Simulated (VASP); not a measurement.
# Sr8Ti9O24 (a cell with a defect) in VASP: single point with PBEsol

Aim: the single point of Sr8Ti9O24 (a cell with a defect) with PBEsol.

All numbers are computed with VASP 6.6.1; they aren't measurements. Logs are shortened: lines on timing, memory, paths and dates and some standing lists are left out, and cuts for length are marked.

## (1) The cell of the first run

The cell holds a defect, 41 atoms: a = 7.783 Å, b = 7.783 Å, c = 7.783 Å, α = 90.00°, β = 90.00°, γ = 90.00°.

## (2) Single point, PBEsol, collinear spin

File INCAR:

```
SYSTEM = Sr8Ti9O24
ALGO = Normal
EDIFF = 1E-6
ENCUT = 520
GGA = PS
GGA_COMPAT = .FALSE.
ISIF = 2
ISMEAR = -1
ISPIN = 2
ISYM = 0
LASPH = .TRUE.
LCHARG = .FALSE.
LMAXMIX = 4
LORBIT = 11
LREAL = Auto
LWAVE = .FALSE.
MAGMOM = 0 0 0 0 0 0 0 0 0.25 0 0 0 0 0 0 0 0.25 0.25 0.25 0 0 0 0 0 0 0.25 0 0 0 0.25 0 0 0 0.25 0 0.25 0 0 0 0 0
NBANDS = 196
NELM = 200
PREC = Accurate
SIGMA = 0.05
```

File KPOINTS:

```
Automatic mesh
0
Gamma
  1 1 1
  0.25 0.25 0.25
```

File POSCAR:

```
Sr8Ti9O24
1.0
    7.7828210000      0.0000000000      0.0000000000
    0.0000000000      7.7828210000      0.0000000000
    0.0000000000      0.0000000000      7.7828210000
Sr Ti O
8 9 24
Direct
    0.9622310000      0.0011600000      0.9055450000
    0.9807600000      0.0036270000      0.5212710000
    0.0043210000      0.5056060000      0.0005870000
    0.0061290000      0.5060870000      0.5018400000
    0.4955680000      0.0060330000      0.0002090000
    0.5041260000      0.0046580000      0.5192610000
    0.5168280000      0.5052570000      0.0009670000
    0.5227130000      0.5064090000      0.4797060000
    0.0844060000      0.0179690000      0.1814070000
    0.2492020000      0.2594720000      0.7504560000
    0.2682380000      0.7495160000      0.2612060000
    0.2500310000      0.7509900000      0.7492020000
    0.7662990000      0.2545480000      0.2407850000
    0.7380780000      0.2629930000      0.7412470000
    0.7662490000      0.7567310000      0.2409150000
    0.7368850000      0.7466780000      0.7406760000
    0.2697260000      0.2615480000      0.2653550000
    0.2117030000      0.1935410000      0.0239160000
    0.2825480000      0.2993660000      0.5156160000
    0.2137640000      0.8220970000      0.0253900000
    0.2815720000      0.7146300000      0.5142670000
    0.7776550000      0.2708380000      0.9945830000
    0.7290110000      0.2424440000      0.4960370000
    0.7762700000      0.7411130000      0.9942100000
    0.7307960000      0.7692220000      0.4955480000
    0.0142000000      0.2487560000      0.2954970000
    0.9981730000      0.2622220000      0.7292150000
    0.0151190000      0.7706920000      0.2931020000
    0.9986160000      0.7473220000      0.7284180000
    0.5160900000      0.2546750000      0.2284630000
    0.4942680000      0.2540200000      0.7882760000
    0.5151580000      0.7587600000      0.2306600000
    0.4943040000      0.7567720000      0.7863480000
    0.2779580000      0.0062040000      0.3232620000
    0.2432340000      0.0055940000      0.7233930000
    0.2596880000      0.5079860000      0.2198720000
    0.2485560000      0.5058550000      0.8080110000
    0.8003170000      0.0064250000      0.2171350000
    0.7287900000      0.0054510000      0.7417750000
    0.7744350000      0.5070100000      0.2558430000
    0.7369200000      0.5051280000      0.7268740000
```

Potentials or basis: VASP PAW PBE potentials, release 64 (Sr_sv, Ti_sv, O).

Launch:

```console
cat potpaw_PBE.64/Sr_sv/POTCAR potpaw_PBE.64/Ti_sv/POTCAR potpaw_PBE.64/O/POTCAR > POTCAR
mpirun -np 1 vasp_std > vasp.out
```

OUTCAR:

```text
SYSTEM = Sr8Ti9O24
   EDIFF = 1E-6
   ENCUT = 520
   GGA = PS
   ISIF = 2
   ISMEAR = -1
   ISPIN = 2
   ISYM = 0
   LASPH = .TRUE.
   LORBIT = 11
   LREAL = Auto
   NELM = 200
   PREC = Accurate

 ion  position               nearest neighbor table
   1  0.962  0.001  0.906-  39 2.22   9 2.35  29 2.43  27 2.47  20 2.58  24 2.58  35 2.61  18 2.62
                            22 2.64  38 2.73  16 2.94  14 2.97   2 2.99  12 3.21  10 3.24  28 3.53
   2  0.981  0.004  0.521-  28 2.55  29 2.57  35 2.58  27 2.59  39 2.61  26 2.61  25 2.67  23 2.71
                            38 2.75   9 2.77  34 2.78   1 2.99  16 3.24  21 3.25  14 3.25  19 3.29
   3  0.004  0.506  0.001-  37 2.42  22 2.54  24 2.55  36 2.62  40 2.67  29 2.83  27 2.84  18 2.92
                            20 2.96  41 2.98  26 3.04  28 3.07  13 3.28  15 3.28  10 3.33  12 3.34
   4  0.006  0.506  0.502-  26 2.57  29 2.58  27 2.60  28 2.62  40 2.63  19 2.69  21 2.69  41 2.73
                            36 2.95  25 2.96  23 2.98  37 3.04  12 3.31  10 3.32  17 3.35  11 3.36
   5  0.496  0.006  0.000-  31 2.54  33 2.56  20 2.63  30 2.63  32 2.64  18 2.65  39 2.71  38 2.91
                            35 2.92  24 3.00  22 3.01  34 3.03  11 3.35  17 3.36  10 3.37  12 3.38
   6  0.504  0.005  0.519-  34 2.33  39 2.46  25 2.55  23 2.55  35 2.58  33 2.84  21 2.85  31 2.86
                            19 2.87  32 2.95  30 2.99  16 3.21  14 3.22  38 3.29  12 3.32  10 3.33
   7  0.517  0.505  0.001-  31 2.57  37 2.57  33 2.58  36 2.63  30 2.63  32 2.66  24 2.73  22 2.73
                            41 2.74  40 2.82  16 3.25  14 3.26  13 3.33  15 3.33  11 3.39  17 3.40
   8  0.523  0.506  0.480-  19 2.48  21 2.49  41 2.55  23 2.61  25 2.61  40 2.62  32 2.76  30 2.77
                            36 2.88  33 3.09  31 3.11  17 3.21  11 3.22  16 3.22  14 3.25  15 3.29
   9  0.084  0.018  0.181-  34 1.87  26 2.08  18 2.09  28 2.18  20 2.19  38 2.23   1 2.35  17 2.47
[... 27 lines left out ...]
  28  0.015  0.771  0.293-  15 1.98  11 1.99   9 2.18   2 2.55   4 2.62   3 3.07   1 3.53
  29  0.999  0.747  0.728-  12 1.96  16 2.04   1 2.43   2 2.57   4 2.58   3 2.83
  30  0.516  0.255  0.228-  17 1.94  13 1.95   5 2.63   7 2.63   8 2.77   6 2.99
  31  0.494  0.254  0.788-  10 1.93  14 1.93   5 2.54   7 2.57   6 2.86   8 3.11
  32  0.515  0.759  0.231-  11 1.94  15 1.96   5 2.64   7 2.66   8 2.76   6 2.95
  33  0.494  0.757  0.786-  16 1.92  12 1.92   5 2.56   7 2.58   6 2.84   8 3.09
  34  0.278  0.006  0.323-   9 1.87  17 2.04  11 2.06   6 2.33   2 2.78   5 3.03
  35  0.243  0.006  0.723-  10 1.99  12 1.99   6 2.58   2 2.58   1 2.61   5 2.92
  36  0.260  0.508  0.220-  11 1.91  17 1.95   3 2.62   7 2.63   8 2.88   4 2.95
  37  0.249  0.506  0.808-  12 1.96  10 1.97   3 2.42   7 2.57   4 3.04   8 3.33
  38  0.800  0.006  0.217-  13 1.96  15 1.97   9 2.23   1 2.73   2 2.75   5 2.91   6 3.29
  39  0.729  0.005  0.742-  14 2.01  16 2.01   1 2.22   6 2.46   2 2.61   5 2.71
  40  0.774  0.507  0.256-  15 1.95  13 1.97   8 2.62   4 2.63   3 2.67   7 2.82
  41  0.737  0.505  0.727-  16 1.88  14 1.89   8 2.55   4 2.73   7 2.74   3 2.98

IMPORTANT INFORMATION: All symmetrisations will be switched off!
NOSYMM: (Re-)initialisation of all symmetry stuff for point group C_1.

----------------------------------------------------------------------------------------

                                     Primitive cell

  volume of cell :     471.4234

  direct lattice vectors                    reciprocal lattice vectors
     7.782821000  0.000000000  0.000000000     0.128488115  0.000000000  0.000000000
     0.000000000  7.782821000  0.000000000     0.000000000  0.128488115  0.000000000
     0.000000000  0.000000000  7.782821000     0.000000000  0.000000000  0.128488115

  length of vectors
     7.782821000  7.782821000  7.782821000     0.128488115  0.128488115  0.128488115

  position of ions in fractional coordinates (direct lattice)
     0.962231000  0.001160000  0.905545000
     0.980760000  0.003627000  0.521271000
     0.004321000  0.505606000  0.000587000
     0.006129000  0.506087000  0.501840000
     0.495568000  0.006033000  0.000209000
     0.504126000  0.004658000  0.519261000
[... 33 lines left out ...]
     0.774435000  0.507010000  0.255843000
     0.736920000  0.505128000  0.726874000

  ion indices of the primitive-cell ions
   primitive index   ion index
                 1           1
                 2           2
                 3           3
                 4           4
                 5           5
                 6           6
[... 33 lines left out ...]
                40          40
                41          41

----------------------------------------------------------------------------------------

 KPOINTS: Automatic mesh

Automatic generation of k-mesh.
 Grid dimensions read from file:
 generate k-points for:    1    1    1

 Generating k-lattice:
[... 36 lines left out ...]
   LNONCOLLINEAR =      F non collinear calculations
   LSORBIT =      F    spin-orbit coupling
   LASPH  =      T    aspherical Exc in radial PAW
   ENCUT  =  520.0 eV  38.22 Ry    6.18 a.u.  14.47 14.47 14.47*2*pi/ulx,y,z
   NELM   =    200;   NELMIN=  2; NELMDL= -5     # of ELM steps
   EDIFF  = 0.1E-05   stopping-criterion for ELM
   LREAL  =      T    real-space projection
   EDIFFG = 0.1E-04   stopping-criterion for IOM
   NSW    =      0    number of steps for IOM
   IBRION =     -1    ionic relax: 0-MD 1-quasi-New 2-CG
   NFREE  =      0    steps in history (QN), initial steepest desc. (CG)
   ISIF   =      2    stress and relaxation
   ISYM   =      0    0-nonsym 1-usesym 2-fastsym
   POTIM  = 0.5000    time-step for ionic-motion
   TEBEG  =    0.0;   TEEND  =   0.0 temperature during run
   PSTRESS=    0.0 pullay stress
   NELECT =     332.0000    total number of electrons
   NUPDOWN=      -1.0000    fix difference up-down
   EMIN   =  10.00;   EMAX   =-10.00  energy-range for DOS
   EFERMI =   0.00;   METHOD = LEGACY
   ISMEAR =    -1;   SIGMA  =   0.05  broadening in eV -4-tet -1-fermi 0-gaus
   EFERMI_NEDOS =   21; number of points for ismear=-14 and -15
   IALGO  =     38    algorithm
   IMIX   =      4    mixing-type and parameters
     AMIX     =   0.40;   BMIX     =  1.00
     AMIX_MAG =   1.60;   BMIX_MAG =  1.00
  volume/ion in A,a.u.               =      11.50        77.59
  Fermi-wavevector in a.u.,A,eV,Ry     =   1.456522  2.752428 28.864179  2.121457
  Thomas-Fermi vector in A             =   2.573431
   LORBIT       =     11    0 simple, 1 ext, 2 COOP (PROOUT), +10 PAW based schemes
   GGA     = PS    functional components
   LHFCALC =     F    Hartree Fock is set to
   AEXX    =    0.0000 exact exchange contribution
   IVDW    =     0    specifies the selected vdW correction
   LEPSILON=     F    determine dielectric tensor
   LRPA    =     F    only Hartree local field effects (RPA)
 spin polarized calculation
  energy-cutoff  :      520.00
  volume of cell :      471.42
 maximum number of plane-waves:     12704
 NGX is ok and might be reduce to    60
   NGX = 29   NGY = 29   NGZ = 29

 number of electron     331.9999991 magnetization       0.0002497

 number of electron     331.9999991 magnetization      -0.0088499

 Free energy of the ion-electron system (eV)
  ---------------------------------------------------
  ext. energy  EPLUGINS =         0.00000000
  ---------------------------------------------------
  free energy    TOTEN  =      -340.32859320 eV

  energy without entropy =     -340.17165055  energy(sigma->0) =     -340.25012187

 E-fermi :   7.0636     XC(G=0): -11.7653

 val. band max:        7.0556505961   @ k =  -0.2500  -0.2500   0.2500
 cond. band min:       7.0681055081   @ k =  -0.2500   0.2500   0.2500
 fundamental gap:      0.0124549119
 Fermi energy:         7.0636466832

 spin component 1

 k-point     1 :       0.2500    0.2500    0.2500
  band No.  band energies     occupation
      1     -51.3638      1.00000
      2     -51.3529      1.00000
      3     -51.2828      1.00000
      4     -51.2488      1.00000
      5     -51.1735      1.00000
      6     -51.1713      1.00000
[... 713 lines left out ...]
    177       8.1853      0.00000
    178       8.2411      0.00000
 Fermi energy:         7.0636466832

 spin component 2

 k-point     1 :       0.2500    0.2500    0.2500
  band No.  band energies     occupation
      1     -51.3647      1.00000
      2     -51.3538      1.00000
      3     -51.2843      1.00000
      4     -51.2502      1.00000
      5     -51.1762      1.00000
      6     -51.1741      1.00000
[... 713 lines left out ...]
    177       8.1841      0.00000
    178       8.2394      0.00000
 [bands above 178 left out]

------------------------ aborting loop because EDIFF is reached ----------------------------------------

  FORCE on cell =-STRESS in cart. coord.  units (eV):
  Direction    XX          YY          ZZ          XY          YZ          ZX
  --------------------------------------------------------------------------------------
  -------------------------------------------------------------------------------------
  Total       16.7255632     11.5084181     26.1222802     -0.4421906      0.5272542      9.4403551
  in kB       56.8434210     39.1124562     88.7790594     -1.5028268      1.7919236     32.0839468
  external PRESSURE =      61.5783122 kB  Pullay stress =       0.0000000 kB

 VOLUME and BASIS-vectors are now :
 -----------------------------------------------------------------------------
  energy-cutoff  :      520.00
  volume of cell :      471.42
      direct lattice vectors                 reciprocal lattice vectors
     7.782821000  0.000000000  0.000000000     0.128488115  0.000000000  0.000000000
     0.000000000  7.782821000  0.000000000     0.000000000  0.128488115  0.000000000
     0.000000000  0.000000000  7.782821000     0.000000000  0.000000000  0.128488115

 POSITION                                       TOTAL-FORCE (eV/Angst)
 -----------------------------------------------------------------------------------
      7.48887      0.00903      7.04769         0.078642     -0.017956      0.026407
      7.63308      0.02823      4.05696        -0.039852      0.019838      0.049820
      0.03363      3.93504      0.00457        -0.007352     -0.008292      0.027132
      0.04770      3.93878      3.90573         0.007958      0.018325     -0.012099
      3.85692      0.04695      0.00163         0.028275     -0.013281      0.027345
      3.92352      0.03625      4.04132        -0.000623      0.032841     -0.020194
[... 33 lines left out ...]
      6.02729      3.94597      1.99118         0.011088      0.009687      0.008630
      5.73532      3.93132      5.65713        -0.010718      0.025373      0.021672
 -----------------------------------------------------------------------------------
    total drift:                                0.027375     -0.050274      0.017130

  FREE ENERGIE OF THE ION-ELECTRON SYSTEM (eV)
  ---------------------------------------------------
  free  energy   TOTEN  =      -340.3285932021 eV

  energy  without entropy=     -340.1716505471  energy(sigma->0) =     -340.25012187

 total charge

# of ion       s       p       d       tot
------------------------------------------
    1        2.026   5.821   0.466   8.313
    2        2.010   5.785   0.306   8.101
    3        2.002   5.772   0.238   8.012
    4        2.001   5.772   0.231   8.003
    5        2.001   5.770   0.234   8.006
    6        2.005   5.786   0.265   8.057
[... 33 lines left out ...]
   40        1.558   3.481   0.000   5.039
   41        1.565   3.503   0.000   5.068
--------------------------------------------------
tot         73.473 186.455  19.322 279.250

 magnetization (x)

# of ion       s       p       d       tot
------------------------------------------
    1        0.000  -0.000  -0.000  -0.000
    2        0.000   0.000   0.000   0.000
    3        0.000   0.000  -0.000  -0.000
    4        0.000   0.000  -0.000  -0.000
    5       -0.000  -0.000  -0.000  -0.000
    6        0.000  -0.000  -0.000  -0.000
[... 33 lines left out ...]
   40        0.000   0.000   0.000   0.000
   41        0.000   0.000   0.000   0.000
--------------------------------------------------
tot         -0.000   0.000  -0.013  -0.013
```

Wall time 60 min (1 thread of Oxide Virtual Turin-like, shared host); peak memory 0.93 GiB.

What came out:

- Free energy: -340.3286 eV
- Pressure: 6.2 GPa
- Largest force: 0.197 eV/Å
- Band gap on the k mesh: 0.01 eV
- Net moment: -0.01 μB per cell
- Valence electrons inside the program's atomic spheres: Sr 8.31, 8.10, 8.01, 8.00, 8.06, 8.02, 8.04 (each value once); Ti 10.59, 10.34, 10.41, 10.35, 10.36, 10.42, 10.43 (each value once); O 5.01, 5.05, 5.00, 5.04, 5.03, 5.08, 5.07 (each value once)

Forces in eV/Å, atoms in the order of the input:
```
Sr   0.079 -0.018  0.026
Sr  -0.040  0.020  0.050
Sr  -0.007 -0.008  0.027
Sr   0.008  0.018 -0.012
Sr   0.028 -0.013  0.027
Sr  -0.001  0.033 -0.020
Sr   0.007  0.004 -0.019
Sr  -0.020 -0.035  0.008
Ti  -0.007 -0.040  0.080
Ti   0.062  0.031  0.059
Ti   0.062 -0.122  0.099
Ti   0.006 -0.001  0.079
Ti  -0.067  0.042  0.050
Ti  -0.004  0.013  0.031
Ti   0.056  0.008  0.006
Ti   0.057 -0.016  0.064
Ti   0.115  0.154  0.044
O   -0.038 -0.070  0.006
O   -0.050 -0.050 -0.060
O   -0.065  0.068 -0.068
O   -0.026 -0.015 -0.071
O   -0.017 -0.037 -0.094
O    0.022 -0.005  0.000
O   -0.036 -0.006 -0.093
O   -0.024 -0.017  0.027
O   -0.017 -0.135 -0.010
O   -0.081  0.041 -0.020
O    0.098  0.086 -0.024
O   -0.115 -0.031  0.019
O   -0.024 -0.008  0.014
O    0.062 -0.010 -0.065
O   -0.017  0.032 -0.028
O    0.088  0.002 -0.057
O   -0.111 -0.027 -0.089
O    0.018 -0.010  0.000
O   -0.020 -0.019 -0.001
O    0.024  0.015 -0.026
O    0.056  0.104 -0.004
O   -0.063 -0.016  0.013
O    0.011  0.010  0.009
O   -0.011  0.025  0.022
```

Caveat: the smearing spreads over this small gap; the PAW data sets were made with another functional, which shifts forces and pressure a little.
